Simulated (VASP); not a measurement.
# Tl2F (P6/mmm) in VASP: notebook

Runs on Tl2F. Level: PBE. Tasks: single point, relaxation of cell and atoms.

Everything below comes from runs of VASP 6.6.1. Logs are shortened: lines on timing, memory, paths and dates and some standing lists are left out, and cuts for length are marked.

## Step 1: The cell of the first run

It takes space group P6/mmm (No. 191, hexagonal). The conventional cell has a = 5.233 Å, b = 5.233 Å, c = 3.309 Å, α = 90.00°, β = 90.00°, γ = 120.00°. Tl (site symmetry -6m2) has 5 Tl at 3.02 to 3.31 Å and 3 F at 3.02 Å within 4.0 Å. Within 4.0 Å of F (site symmetry 6/mmm) lie 6 Tl at 3.02 Å and 2 F at 3.31 Å.

The cell was generated, and may not be a known phase.

## Step 2: Single point, PBE

Contents of INCAR:

```
SYSTEM = Tl2F
PREC = Accurate
ENCUT = 520
EDIFF = 1E-6
ISMEAR = 0
SIGMA = 0.1
LREAL = .FALSE.
LASPH = .TRUE.
NELM = 80
ALGO = Normal
ISIF = 2
LWAVE = .FALSE.
LCHARG = .FALSE.
GGA = PE
NBANDS = 24
```

Contents of KPOINTS:

```
regular mesh
0
G
  6 6 4
  0 0 0
```

Contents of POSCAR:

```
Tl2F
1.0
    5.2330026908      0.0000000000      0.0000000000
   -2.6165013454      4.5319132683      0.0000000000
    0.0000000000      0.0000000000      3.3091325411
Tl F
2 1
Direct
    0.3333333333      0.6666666667      0.5000000000
    0.6666666667      0.3333333333      0.5000000000
    0.0000000000      0.0000000000      0.5000000000
```

Potentials or basis: VASP PAW PBE potentials, release 64 (Tl_d, F).

Run with:

```bash
cat potpaw_PBE.64/Tl_d/POTCAR potpaw_PBE.64/F/POTCAR > POTCAR
mpirun -np 1 vasp_std > vasp.out
```

OUTCAR:

```text
SYSTEM = Tl2F
   PREC = Accurate
   ENCUT = 520
   EDIFF = 1E-6
   ISMEAR = 0
   LREAL = .FALSE.
   LASPH = .TRUE.
   NELM = 80
   ISIF = 2
   GGA = PE

 ion  position               nearest neighbor table
   1  0.333  0.667  0.500-   2 3.02   3 3.02   2 3.02   3 3.02   3 3.02   2 3.02
   2  0.667  0.333  0.500-   1 3.02   3 3.02   1 3.02   3 3.02   3 3.02   1 3.02
   3  0.000  0.000  0.500-   1 3.02   2 3.02   1 3.02   2 3.02   2 3.02   1 3.02

  LATTYP: Found a hexagonal cell.
 ALAT       =     5.2330026908
 C/A-ratio  =     0.6323582724

  Lattice vectors:

 A1 = (   5.2330026908,   0.0000000000,   0.0000000000)
 A2 = (  -2.6165013454,   4.5319132683,   0.0000000000)
 A3 = (   0.0000000000,   0.0000000000,   3.3091325411)

Analysis of symmetry for initial positions (statically):
=====================================================================
 Subroutine PRICEL returns:
 Original cell was already a primitive cell.

 Routine SETGRP: Setting up the symmetry group for a
 hexagonal supercell.

 Subroutine GETGRP returns: Found 24 space group operations
 (whereof 24 operations were pure point group operations)
 out of a pool of 24 trial point group operations.

The static configuration has the point symmetry D_6h.

Analysis of symmetry for dynamics (positions and initial velocities):
=====================================================================
 Subroutine PRICEL returns:
 Original cell was already a primitive cell.

 Routine SETGRP: Setting up the symmetry group for a
 hexagonal supercell.

 Subroutine GETGRP returns: Found 24 space group operations
 (whereof 24 operations were pure point group operations)
 out of a pool of 24 trial point group operations.

The dynamic configuration has the point symmetry D_6h.

 Subroutine INISYM returns: Found 24 space group operations
 (whereof 24 operations are pure point group operations),
 and found     1 'primitive' translations

----------------------------------------------------------------------------------------

                                     Primitive cell

  volume of cell :      78.4778

  direct lattice vectors                    reciprocal lattice vectors
     5.233002691  0.000000000  0.000000000     0.191094876  0.110328678  0.000000000
    -2.616501345  4.531913268  0.000000000     0.000000000  0.220657356  0.000000000
     0.000000000  0.000000000  3.309132541     0.000000000  0.000000000  0.302194000

  length of vectors
     5.233002691  5.233002691  3.309132541     0.220657356  0.220657356  0.302194000

  position of ions in fractional coordinates (direct lattice)
     0.333333333  0.666666667  0.500000000
     0.666666667  0.333333333  0.500000000
     0.000000000  0.000000000  0.500000000

  ion indices of the primitive-cell ions
   primitive index   ion index
                 1           1
                 2           2
                 3           3

----------------------------------------------------------------------------------------

 KPOINTS: regular mesh

Automatic generation of k-mesh.
 Grid dimensions read from file:
 generate k-points for:    6    6    4

 Generating k-lattice:

  Cartesian coordinates                     Fractional coordinates (reciprocal lattice)
     0.031849146  0.018388113  0.000000000     0.166666667  0.000000000  0.000000000
     0.000000000  0.036776226  0.000000000     0.000000000  0.166666667  0.000000000
     0.000000000  0.000000000  0.075548500     0.000000000  0.000000000  0.250000000

  Length of vectors
     0.036776226  0.036776226  0.075548500

  Shift w.r.t. Gamma in fractional coordinates (k-lattice)
     0.000000000  0.000000000  0.000000000

 Subroutine IBZKPT returns following result:
 ===========================================

 Found     21 irreducible k-points:

 Following reciprocal coordinates:
            Coordinates               Weight
  0.000000  0.000000  0.000000      1.000000
  0.166667  0.000000  0.000000      6.000000
  0.333333  0.000000  0.000000      6.000000
  0.500000 -0.000000  0.000000      3.000000
  0.166667  0.166667  0.000000      6.000000
  0.333333  0.166667  0.000000     12.000000
[... 13 lines left out ...]
  0.333333  0.166667  0.500000     12.000000
  0.333333  0.333333  0.500000      2.000000
   k-points           NKPTS =     21   k-points in BZ     NKDIM =     21   number of bands    NBANDS=     24
   number of dos      NEDOS =    301   number of ions     NIONS =      3
   total plane-waves  NPLWV =  44800
   dimension x,y,z NGX =    40 NGY =   40 NGZ =   28
   dimension x,y,z NGXF=    80 NGYF=   80 NGZF=   56
   ions per type =               2   1
   NGX,Y,Z   is equivalent  to a cutoff of  12.71, 12.71, 14.07 a.u.
   NGXF,Y,Z  is equivalent  to a cutoff of  25.41, 25.41, 28.13 a.u.
 SYSTEM =  Tl2F
   PREC   = accura    normal or accurate (medium, high low for compatibility)
   ISTART =      0    job   : 0-new  1-cont  2-samecut
   ICHARG =      2    charge: 1-file 2-atom 10-const
   ISPIN  =      1    spin polarized calculation?
   LNONCOLLINEAR =      F non collinear calculations
   LSORBIT =      F    spin-orbit coupling
   LASPH  =      T    aspherical Exc in radial PAW
   ENCUT  =  520.0 eV  38.22 Ry    6.18 a.u.   9.73  9.73  6.15*2*pi/ulx,y,z
   NELM   =     80;   NELMIN=  2; NELMDL= -5     # of ELM steps
   EDIFF  = 0.1E-05   stopping-criterion for ELM
   LREAL  =      F    real-space projection
   EDIFFG = 0.1E-04   stopping-criterion for IOM
   NSW    =      0    number of steps for IOM
   IBRION =     -1    ionic relax: 0-MD 1-quasi-New 2-CG
   NFREE  =      0    steps in history (QN), initial steepest desc. (CG)
   ISIF   =      2    stress and relaxation
   ISYM   =      2    0-nonsym 1-usesym 2-fastsym
   POTIM  = 0.5000    time-step for ionic-motion
   TEBEG  =    0.0;   TEEND  =   0.0 temperature during run
   PSTRESS=    0.0 pullay stress
   NELECT =      33.0000    total number of electrons
   NUPDOWN=      -1.0000    fix difference up-down
   EMIN   =  10.00;   EMAX   =-10.00  energy-range for DOS
   EFERMI =   0.00;   METHOD = LEGACY
   ISMEAR =     0;   SIGMA  =   0.10  broadening in eV -4-tet -1-fermi 0-gaus
   EFERMI_NEDOS =   21; number of points for ismear=-14 and -15
   IALGO  =     38    algorithm
   IMIX   =      4    mixing-type and parameters
     AMIX     =   0.40;   BMIX     =  1.00
     AMIX_MAG =   1.60;   BMIX_MAG =  1.00
  volume/ion in A,a.u.               =      26.16       176.53
  Fermi-wavevector in a.u.,A,eV,Ry     =   1.226490  2.317729 20.466931  1.504277
  Thomas-Fermi vector in A             =   2.361489
   LORBIT       =      0    0 simple, 1 ext, 2 COOP (PROOUT), +10 PAW based schemes
   GGA     = PE    functional components
   LHFCALC =     F    Hartree Fock is set to
   AEXX    =    0.0000 exact exchange contribution
   IVDW    =     0    specifies the selected vdW correction
   LEPSILON=     F    determine dielectric tensor
   LRPA    =     F    only Hartree local field effects (RPA)
 non-spin polarized calculation
 Gauss-broadening in eV      SIGMA  =   0.10
  energy-cutoff  :      520.00
  volume of cell :       78.48
 maximum number of plane-waves:      2133
 NGX is ok and might be reduce to    40
   NGX = 19   NGY = 19   NGZ = 13

 number of electron      32.9999994 magnetization

 Free energy of the ion-electron system (eV)
  ---------------------------------------------------
  ext. energy  EPLUGINS =         0.00000000
  ---------------------------------------------------
  free energy    TOTEN  =        -8.61030790 eV

  energy without entropy =       -8.60134680  energy(sigma->0) =       -8.60582735

 E-fermi :   4.1142     XC(G=0):  -9.1599

 val. band max:        4.0644459597   @ k =   0.0000   0.0000   0.0000
 cond. band min:       4.1214372795   @ k =   0.3333   0.1667   0.5000
 fundamental gap:      0.0569913198
 Fermi energy:         4.1141530133

 k-point     1 :       0.0000    0.0000    0.0000
  band No.  band energies     occupation
      1     -17.2908      2.00000
      2      -8.2608      2.00000
      3      -7.9388      2.00000
      4      -7.9388      2.00000
      5      -7.8717      2.00000
      6      -7.6896      2.00000
[... 16 lines left out ...]
     23      15.4171      0.00000
     24      15.6887      0.00000

 k-point     2 :       0.1667    0.0000    0.0000
  band No.  band energies     occupation
      1     -17.2890      2.00000
      2      -8.2594      2.00000
      3      -8.0307      2.00000
      4      -8.0201      2.00000
      5      -7.8497      2.00000
      6      -7.6965      2.00000
[... 16 lines left out ...]
     23      15.0534      0.00000
     24      15.6842      0.00000

 k-point     3 :       0.3333    0.0000    0.0000
  band No.  band energies     occupation
      1     -17.2859      2.00000
      2      -8.2476      2.00000
      3      -8.1322      2.00000
      4      -8.1226      2.00000
      5      -7.8532      2.00000
      6      -7.7095      2.00000
[... 16 lines left out ...]
     23      14.0143      0.00000
     24      15.4084      0.00000

 k-point     4 :       0.5000   -0.0000    0.0000
  band No.  band energies     occupation
      1     -17.2840      2.00000
      2      -8.2207      2.00000
      3      -8.1880      2.00000
      4      -8.1615      2.00000
      5      -7.8576      2.00000
      6      -7.7156      2.00000
[... 16 lines left out ...]
     23      13.5778      0.00000
     24      15.1631      0.00000

 k-point     5 :       0.1667    0.1667    0.0000
  band No.  band energies     occupation
      1     -17.2866      2.00000
      2      -8.2550      2.00000
      3      -8.1131      2.00000
      4      -8.0950      2.00000
      5      -7.8327      2.00000
      6      -7.7091      2.00000
[... 16 lines left out ...]
     23      14.1600      0.00000
     24      15.4925      0.00000

 k-point     6 :       0.3333    0.1667    0.0000
  band No.  band energies     occupation
      1     -17.2841      2.00000
      2      -8.2441      2.00000
      3      -8.1751      2.00000
      4      -8.1458      2.00000
      5      -7.8167      2.00000
      6      -7.7219      2.00000
[... 16 lines left out ...]
     23      13.2842      0.00000
     24      15.0068      0.00000
[... 298 lines left out ...]
 k-point    18 :       0.5000   -0.0000    0.5000
  band No.  band energies     occupation
      1     -17.2281      2.00000
      2      -8.1204      2.00000
      3      -8.1181      2.00000
      4      -8.0344      2.00000
      5      -7.9203      2.00000
      6      -7.8384      2.00000
[... 16 lines left out ...]
     23      13.1431      0.00000
     24      13.3214      0.00000

 k-point    19 :       0.1667    0.1667    0.5000
  band No.  band energies     occupation
      1     -17.2301      2.00000
      2      -8.1049      2.00000
      3      -8.0250      2.00000
      4      -7.9974      2.00000
      5      -7.9458      2.00000
      6      -7.8637      2.00000
[... 16 lines left out ...]
     23      11.9950      0.00000
     24      13.0806      0.00000

 k-point    20 :       0.3333    0.1667    0.5000
  band No.  band energies     occupation
      1     -17.2282      2.00000
      2      -8.1760      2.00000
      3      -8.0457      2.00000
      4      -8.0246      2.00000
      5      -7.8951      2.00000
      6      -7.8744      2.00000
[... 16 lines left out ...]
     23      12.2745      0.00000
     24      14.2561      0.00000

 k-point    21 :       0.3333    0.3333    0.5000
  band No.  band energies     occupation
      1     -17.2277      2.00000
      2      -8.2081      2.00000
      3      -8.0595      2.00000
      4      -7.9462      2.00000
      5      -7.9462      2.00000
      6      -7.8116      2.00000
[... 16 lines left out ...]
     23      13.6378      0.00000
     24      13.6378      0.00000

------------------------ aborting loop because EDIFF is reached ----------------------------------------

  FORCE on cell =-STRESS in cart. coord.  units (eV):
  Direction    XX          YY          ZZ          XY          YZ          ZX
  --------------------------------------------------------------------------------------
  -------------------------------------------------------------------------------------
  Total        0.1398101      0.1398101     -0.1275644      0.0000000      0.0000000      0.0000000
  in kB        2.8543177      2.8543177     -2.6043134      0.0000000      0.0000000      0.0000000
  external PRESSURE =       1.0347740 kB  Pullay stress =       0.0000000 kB

 VOLUME and BASIS-vectors are now :
 -----------------------------------------------------------------------------
  energy-cutoff  :      520.00
  volume of cell :       78.48
      direct lattice vectors                 reciprocal lattice vectors
     5.233002691  0.000000000  0.000000000     0.191094876  0.110328678  0.000000000
    -2.616501345  4.531913268  0.000000000     0.000000000  0.220657356  0.000000000
     0.000000000  0.000000000  3.309132541     0.000000000  0.000000000  0.302194000

 POSITION                                       TOTAL-FORCE (eV/Angst)
 -----------------------------------------------------------------------------------
     -0.00000      3.02128      1.65457         0.000000      0.000000      0.000000
      2.61650      1.51064      1.65457        -0.000000      0.000000     -0.000000
      0.00000      0.00000      1.65457         0.000000      0.000000      0.000000
 -----------------------------------------------------------------------------------
    total drift:                               -0.000000      0.000000      0.000000

  FREE ENERGIE OF THE ION-ELECTRON SYSTEM (eV)
  ---------------------------------------------------
  free  energy   TOTEN  =        -8.6103079024 eV

  energy  without entropy=       -8.6013468002  energy(sigma->0) =       -8.60582735
```

It took 74 s on 1 thread of Oxide Virtual Turin-like, shared host; peak memory 0.18 GiB.

What came out:

```yaml
Free_energy: -8.6103 eV
Pressure: 0.1 GPa
Band_gap_on_the_k_mesh: zero (an odd number of electrons rules out a gap without spin polarisation)
```

Stress tensor (GPa, compression positive):
```
 0.29  0.00  0.00
 0.00  0.29  0.00
 0.00  0.00 -0.26
```

Caveat: the k points lie up to 0.47 Å⁻¹ apart, too coarse for converged energies and pressures of a metal; spin-orbit coupling is left out, which moves the levels of the heavy elements.

## Step 3: Single point, PBE

This run uses another cell than the first one, of 26.50 Å³/atom.

Contents of INCAR:

```
PREC = Accurate ; ENCUT = 520
EDIFF = 1E-7 ; ISMEAR = 0
SIGMA = 0.1 ; LREAL = F
LASPH = T ; NELM = 60
ALGO = Normal ; ISIF = 2
LWAVE = F ; LCHARG = F
GGA = PE ; NBANDS = 24
```

Contents of KPOINTS:

```
Automatic mesh
0
Gamma
  6 6 4
```

Contents of POSCAR:

```
Tl2F
1.0
    4.9156667200      0.0000000000      0.0000000000
   -2.4578333600      4.2570922600      0.0000000000
    0.0000000000      0.0000000000      3.7995671400
Tl F
2 1
Direct
    0.3333333300      0.6666666700      0.5000000000
    0.6666666700      0.3333333300      0.5000000000
    0.0000000000      0.0000000000      0.5000000000
```

Potentials or basis: VASP PAW PBE potentials, release 64 (Tl_d, F).

Run with:

```bash
cat potpaw_PBE.64/Tl_d/POTCAR potpaw_PBE.64/F/POTCAR > POTCAR
mpirun -np 1 vasp_std > vasp.out
```

It took 73 s on 1 thread of Oxide Virtual Turin-like, shared host; peak memory 0.18 GiB.

It converged, with:

```yaml
Free_energy: -8.1739 eV
Pressure: 5.0 GPa
Band_gap_on_the_k_mesh: zero (an odd number of electrons rules out a gap without spin polarisation)
```

Stress tensor (GPa, compression positive):
```
 8.94  0.00  0.00
 0.00  8.94  0.00
 0.00  0.00 -2.86
```

Levels at points of the mesh, in eV from the Fermi level:
| k point | band 15 | band 16 | band 17 | band 18 | band 19 | band 20 |
| --- | --- | --- | --- | --- | --- | --- |
| (0.00, 0.00, 0.00) | -3.65 | -2.21 | 0.36 | 0.36 | 3.11 | 5.84 |
| (0.50, 0.00, 0.00) | -3.57 | -3.24 | 0.53 | 2.19 | 4.25 | 6.15 |
| (0.00, 0.00, 0.50) | -4.17 | -1.88 | -1.01 | 1.45 | 1.45 | 3.18 |
| (0.50, 0.00, 0.50) | -3.95 | -3.00 | -1.27 | 0.46 | 1.58 | 3.88 |

Caveat: the k points lie up to 0.41 Å⁻¹ apart, too coarse for converged energies and pressures of a metal; spin-orbit coupling is left out, which moves the levels of the heavy elements.

## Step 4: Single point, PBE

This run uses another cell than the first one, of 27.19 Å³/atom.

Contents of INCAR:

```
SYSTEM = Tl2F
ALGO     = Normal         ! electronic algorithm
EDIFF    = 1E-6           ! SCF threshold, eV
ENCUT    = 520            ! plane-wave cutoff, eV
GGA      = PE             ! functional
ISIF     = 2              ! what is computed and relaxed
ISMEAR   = 0              ! smearing method
LASPH    = .True.         ! aspherical terms in the spheres
LCHARG   = .False.        ! write CHGCAR
LREAL    = .False.        ! projectors in reciprocal space
LWAVE    = .False.        ! write WAVECAR
NBANDS   = 24             ! bands
NELM     = 100            ! most SCF steps
PREC     = Accurate       ! precision mode
SIGMA    = 0.1            ! smearing width, eV
```

Contents of KPOINTS:

```
k-points
0
Gamma
  6 6 6
  0 0 0
```

Contents of POSCAR:

```
Tl2F
1.0
    5.2324286674      0.0000000000      0.0000000000
   -2.6162143337      4.5314161495      0.0000000000
    0.0000000000      0.0000000000      3.4406746962
Tl F
2 1
Direct
    0.3333333333      0.6666666667      0.5000000000
    0.6666666667      0.3333333333      0.5000000000
    0.0000000000      0.0000000000      0.5000000000
```

Run with:

```bash
cat potpaw_PBE.64/Tl_d/POTCAR potpaw_PBE.64/F/POTCAR > POTCAR
mpirun -np 1 vasp_std > vasp.out
```

Run time: 99 s. Hardware: 1 thread of Oxide Virtual Turin-like, shared host; peak memory 0.18 GiB.

The run converged. Its results:

* Free energy: -8.4415 eV
* Pressure: 0.0 GPa
* Band gap on the k mesh: zero (an odd number of electrons rules out a gap without spin polarisation)

Stress tensor (GPa, compression positive):
```
-0.15  0.00  0.00
 0.00 -0.15  0.00
 0.00  0.00  0.23
```

Levels at points of the mesh, in eV from the Fermi level:
| k point | band 13 | band 14 | band 15 | band 16 | band 17 | band 18 | band 19 | band 20 | band 21 | band 22 |
| --- | --- | --- | --- | --- | --- | --- | --- | --- | --- | --- |
| (0.00, 0.00, 0.00) | -3.38 | -3.24 | -3.24 | -2.36 | 0.10 | 0.10 | 5.16 | 5.16 | 5.50 | 7.73 |
| (0.50, 0.00, 0.00) | -6.24 | -3.76 | -2.56 | -2.33 | 0.33 | 1.59 | 6.54 | 6.54 | 6.94 | 8.13 |
| (0.00, 0.00, 0.50) | -3.51 | -3.09 | -3.09 | -1.58 | -1.37 | 1.89 | 1.89 | 2.19 | 7.46 | 7.46 |
| (0.50, 0.00, 0.50) | -4.31 | -3.42 | -2.99 | -2.29 | -1.24 | 0.19 | 1.92 | 3.84 | 6.46 | 7.21 |

Caveat: spin-orbit coupling is left out, which moves the levels of the heavy elements.

(Continued in part 2 of 2.)

The gap in the log of VASP goes by the Fermi energy; the results here count the filled bands.